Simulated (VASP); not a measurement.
Write the native input for VASP 6.6.1 that does the following.

* Task: relaxation of cell and atoms
* Functional: PBE
* Potentials or basis: VASP PAW PBE potentials, release 64 (Ti_sv, Hg)
* Cutoff: 600 eV
* k mesh: 8 × 8 × 8
* Occupations: gaussian, width 0.1 eV
* Spin: no spin polarisation
* Dipole correction: no
* Further INCAR settings: ALGO = Fast; EDIFF = 1e-07; IBRION = 2; EDIFFG = -0.01; NSW = 100; ISIF = 3

The structure of TiHg2 lies in POSCAR:

```
TiHg2
1.0
    0.0000000000      4.0256114990      4.0256114990
    4.0256114990      0.0000000000      4.0256114990
    4.0256114990      4.0256114990      0.0000000000
Ti Hg
2 4
Direct
    0.0000000000      0.0000000000      0.0000000000
    0.2500000000      0.2500000000      0.2500000000
    0.6250000000      0.6250000000      0.6250000000
    0.1250000000      0.6250000000      0.6250000000
    0.6250000000      0.6250000000      0.1250000000
    0.6250000000      0.1250000000      0.6250000000
```

One way to write it, as run:

INCAR

```
ALGO     = Fast           # electronic algorithm
EDIFF    = 1E-7           # SCF threshold, eV
EDIFFG   = -0.01          # ionic threshold
ENCUT    = 600            # plane-wave cutoff, eV
GGA      = PE             # functional
IBRION   = 2              # ionic algorithm
ISIF     = 3              # what is computed and relaxed
ISMEAR   = 0              # smearing method
LASPH    = T              # aspherical terms in the spheres
LCHARG   = F              # write CHGCAR
LREAL    = F              # projectors in reciprocal space
LWAVE    = F              # write WAVECAR
NELM     = 60             # most SCF steps
NSW      = 100            # ionic steps
PREC     = Accurate       # precision mode
SIGMA    = 0.1            # smearing width, eV
```

KPOINTS

```
k-points
0
Gamma
  8 8 8
```

Potentials or basis: VASP PAW PBE potentials, release 64 (Ti_sv, Hg).

The run is started by

```console
$ cat potpaw_PBE.64/Ti_sv/POTCAR potpaw_PBE.64/Hg/POTCAR > POTCAR
$ mpirun -np 1 vasp_std > vasp.out
```

Results of the run:

```json
{
 "Relaxed volume": "21.33 Å³/atom",
 "Relaxed cell": "a = 5.657 Å, b = 5.657 Å, c = 5.657 Å, α = 60.00°, β = 60.00°, γ = 60.00°",
 "Space group after relaxing (to 0.1 Å)": "Fd-3m (No. 227)",
 "Energy gained by relaxing": "2.0 meV/atom",
 "Ionic steps": "3",
 "Pressure after relaxing": "0.0 GPa",
 "Band gap on the k mesh": "zero (bands 36 and 37 overlap by 0.85 eV)"
}
```

Caveat: spin-orbit coupling is left out, which moves the levels of the heavy elements.

Run time: 26 min on 1 thread of Intel(R) Xeon(R) 6975P-C (Granite Rapids), with other jobs on the host, peak memory 0.45 GiB.
